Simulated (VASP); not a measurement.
A run of VASP 6.6.1 is set up as follows.

The input INCAR:

```
SYSTEM = Ca2Ge3N
PREC = Accurate ; ENCUT = 520
EDIFF = 1E-6 ; ISMEAR = 0
SIGMA = 0.1 ; LREAL = .FALSE.
LASPH = .TRUE. ; NELM = 80
ALGO = Normal ; ISIF = 2
LWAVE = .FALSE. ; LCHARG = .TRUE.
GGA = PE ; LELF = .TRUE.
LVHAR = .TRUE. ; NBANDS = 42
```

The input KPOINTS:

```
regular mesh
0
G
  6 6 2
  0 0 0
```

Contents of POSCAR:

```
Ca2Ge3N
1.0
    5.4091149328      0.0000000000      0.0000000000
   -2.7045574664      4.6844309438      0.0000000000
    0.0000000000      0.0000000000      8.5514324891
Ca Ge N
2 3 1
Direct
    0.3333333333      0.6666666667      0.5000000000
    0.6666666667      0.3333333333      0.5000000000
    0.0000000000      0.0000000000      0.2039319299
    0.0000000000      0.0000000000      0.7960680701
    0.0000000000      0.0000000000      0.5000000000
    0.0000000000      0.0000000000      0.0000000000
```

Potentials or basis: VASP PAW PBE potentials, release 64 (Ca_sv, Ge_d, N).

Run with:

```console
$ cat potpaw_PBE.64/Ca_sv/POTCAR potpaw_PBE.64/Ge_d/POTCAR potpaw_PBE.64/N/POTCAR > POTCAR
$ mpirun -np 1 vasp_std > vasp.out
```

(1) What does it give for the largest force?

(2) What does it give for the pressure?

(3) Predict the band gap on the k mesh.

## Answers

(1) 0.121 eV/Å.

(2) 0.1 GPa.

(3) zero (an odd number of electrons rules out a gap without spin polarisation).

Caveat: the k points lie up to 0.37 Å⁻¹ apart, too coarse for converged energies and pressures of a metal.
